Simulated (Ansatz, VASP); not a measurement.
**ScHBr2 in VASP and in Ansatz**

The input INCAR:

```
SYSTEM = ScHBr2
  ALGO = Normal
  EDIFF = 1E-6
  ENCUT = 520
  GGA = PE
  ISIF = 2
  ISMEAR = 0
  LASPH = .TRUE.
  LCHARG = .FALSE.
  LREAL = .FALSE.
  LWAVE = .FALSE.
  NBANDS = 21
  NELM = 80
  PREC = Accurate
  SIGMA = 0.1
```

KPOINTS

```
k-points
0
G
  4 4 4
  0 0 0
```

The input POSCAR:

```
ScHBr2
1.0
    4.0075364800      0.0000000000      0.0000000000
    0.0000000000      4.0075364800      0.0000000000
    0.0000000000      0.0000000000      5.6791928800
Sc H Br
1 1 2
Direct
    0.5000000000      0.5000000000      0.5000000000
    0.0000000000      0.0000000000      0.0000000000
    0.0000000000      0.0000000000      0.5000000000
    0.5000000000      0.5000000000      0.0000000000
```

Input for Ansatz:

```yaml
crystal:
  lattice:
    - [4.00753648, 0.0, 0.0]
    - [0.0, 4.00753648, 0.0]
    - [0.0, 0.0, 5.67919288]
  atoms:
    - { symbol: Sc, position: [0.5, 0.5, 0.5] }
    - { symbol: H, position: [0.0, 0.0, 0.0] }
    - { symbol: Br, position: [0.0, 0.0, 0.5] }
    - { symbol: Br, position: [0.5, 0.5, 0.0] }
basis:
  ecutwfc: 420
kpoints:
  mp_grid: { grid: [4, 4, 4] }
hamiltonian:
  xc: pbe
scf:
  occupations: { method: gaussian, width: 0.1 }
  lower_state_search: "off"
output:
  forces: true
  stress: true
  eigenvalues: true
```

Change from the starting cell: species swapped into the CaEuS2 type (P4/mmm, No. 123).

Alike in both runs: task single point; functional PBE; k mesh 4 × 4 × 4; occupations gaussian, width 0.1 eV; no spin polarisation.

|  | VASP | Ansatz |
| --- | --- | --- |
| version | VASP 6.6.1 | Ansatz 0.2.0 |
| potentials or method | VASP PAW PBE potentials, release 64 (Sc_sv, H, Br), cutoff 520 eV | scalar-relativistic, plane waves, PAW |
| valence electrons in the cell | 26 | 26 |

VASP gave:

| Item | Value |
| --- | --- |
| gap on the k mesh at the Fermi level (eV) | none |
| pressure (GPa) | -4.4 |
| traceless stress, the component that is largest in VASP (GPa) | -3.70 |

Which values does Ansatz return?

gap on the k mesh at the Fermi level (eV): none; pressure (GPa): -4.5; traceless stress, the component that is largest in VASP (GPa): -3.69.

A gap of «none» marks a metal or a gap that the smearing closes. The functional is the same, so the differences come from potentials, cutoffs and numerics.

The k mesh is coarse, so the values compare programs but aren't converged.
